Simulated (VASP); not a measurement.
Set up this calculation in VASP 6.6.1, as the native input.

* Task: single point
* Functional: PBE
* Potentials or basis: VASP PAW PBE potentials, release 64 (W_sv, Se)
* Cutoff: 520 eV
* k mesh: 9 × 9 × 1
* Occupations: fermi-dirac, width 0.05 eV
* Spin: no spin polarisation
* Dipole correction: no
* Further INCAR settings: ALGO = Normal; EDIFF = 1e-06; NBANDS = 28

The structure of WSe lies in POSCAR:

```
WSe
1.0
    3.3179375931      0.0000000000      0.0000000000
   -1.6589687965      2.8734182438      0.0000000000
    0.0000000000      0.0000000000     31.6581424200
W Se
2 2
Direct
    0.0000000000      0.0000000000      0.2369058772
    0.0000000000      0.0000000000      0.7630941228
    0.3333333300      0.6666666600      0.2894123711
    0.3333333300      0.6666666600      0.7105876289
```

The input as run:

INCAR

```
SYSTEM = WSe
PREC = Accurate ; ENCUT = 520
EDIFF = 1E-6 ; ISMEAR = -1
SIGMA = 0.05 ; LREAL = .FALSE.
LASPH = .TRUE. ; NELM = 80
ALGO = Normal ; ISIF = 2
LWAVE = .FALSE. ; LCHARG = .FALSE.
GGA = PE ; NBANDS = 28
```

KPOINTS

```
Automatic mesh
0
G
  9 9 1
  0 0 0
```

Potentials or basis: VASP PAW PBE potentials, release 64 (W_sv, Se).

Run with:

```console
$ cat potpaw_PBE.64/W_sv/POTCAR potpaw_PBE.64/Se/POTCAR > POTCAR
$ mpirun -np 1 vasp_std > vasp.out
```

It gave:

| Quantity | Value |
| --- | --- |
| Largest force | 0.406 eV/Å |
| Band gap on the k mesh | 0.35 eV, indirect (least direct gap 0.77 eV) |

Caveat: spin-orbit coupling is left out, which moves the levels of the heavy elements.

Run time: 2.6 min on 1 thread of Intel(R) Xeon(R) Platinum 8259CL CPU @ 2.50GHz (Skylake/Cascade Lake), with other jobs on the host, peak memory 0.47 GiB.
